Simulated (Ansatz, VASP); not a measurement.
One calculation of TiO2, two programs

The input INCAR:

```
SYSTEM = TiO2
  ALGO = Normal
  EDIFF = 1E-8
  ENCUT = 520
  GGA = PE
  ISIF = 2
  ISMEAR = -1
  LASPH = .TRUE.
  LCHARG = .FALSE.
  LEFG = .TRUE.
  LREAL = .FALSE.
  LWAVE = .FALSE.
  NBANDS = 33
  NELM = 80
  PREC = Accurate
  SIGMA = 0.08
```

KPOINTS

```
k-points
0
G
  13 13 13
  0 0 0
```

POSCAR

```
TiO2
1.0
   -1.9174041717      1.9174041717      4.8195992840
    1.9174041717     -1.9174041717      4.8195992840
    1.9174041717      1.9174041717     -4.8195992840
Ti O
2 4
Direct
    0.0000000000      0.0000000000      0.0000000000
    0.7500000000      0.2500000000      0.5000000000
    0.2066000000      0.2066000000      0.0000000000
    0.9566000000      0.4566000000      0.5000000000
    0.5434000000      0.0434000000      0.5000000000
    0.7934000000      0.7934000000      0.0000000000
```

Input for Ansatz:

```yaml
crystal:
  lattice:
    - [-1.9174041717, 1.9174041717, 4.819599284]
    - [1.9174041717, -1.9174041717, 4.819599284]
    - [1.9174041717, 1.9174041717, -4.819599284]
  atoms:
    - { symbol: Ti, position: [0.0, 0.0, 0.0] }
    - { symbol: Ti, position: [0.75, 0.25, 0.5] }
    - { symbol: O, position: [0.2066, 0.2066, 0.0] }
    - { symbol: O, position: [0.9566, 0.4566, 0.5] }
    - { symbol: O, position: [0.5434, 0.0434, 0.5] }
    - { symbol: O, position: [0.7934, 0.7934, 0.0] }
kpoints:
  mp_grid: { grid: [13, 13, 13] }
scf:
  occupations: { method: fermi_dirac, width: 0.08 }
hamiltonian:
  xc: pbe
  pseudopotentials: { kind: all_electron, datasets: crystal }
output:
  forces: true
  stress: true
  eigenvalues: true
  efg: { contact_densities: true }
```

Change from the starting cell: volume scaled by 1.04, crystal datasets.

Alike in both runs: task electric field gradients; functional PBE; k mesh 13 × 13 × 13; occupations fermi-dirac, width 0.08 eV; no spin polarisation.

|  | VASP | Ansatz |
| --- | --- | --- |
| version | VASP 6.6.1 | Ansatz 0.2.0 |
| potentials or method | VASP PAW PBE potentials, release 64 (Ti_sv, O), cutoff 520 eV | all-electron PAW with datasets made for the crystal, scalar-relativistic |

```csv
,VASP,Ansatz,Ansatz less VASP
pressure (GPa),-1.8,-2.4,-0.62
"traceless stress, the component that is largest in VASP (GPa)",2.04,1.94,-0.100
rms of the force components (eV/Å),0.051,0.041,-0.0095
size of Vzz on the site where it differs most (V/Å²),19.5,20.3,+0.75
```

Atom by atom the forces differ by 0.009 eV/Å (rms over components). Ansatz ran all-electron here, and VASP with PAW potentials.
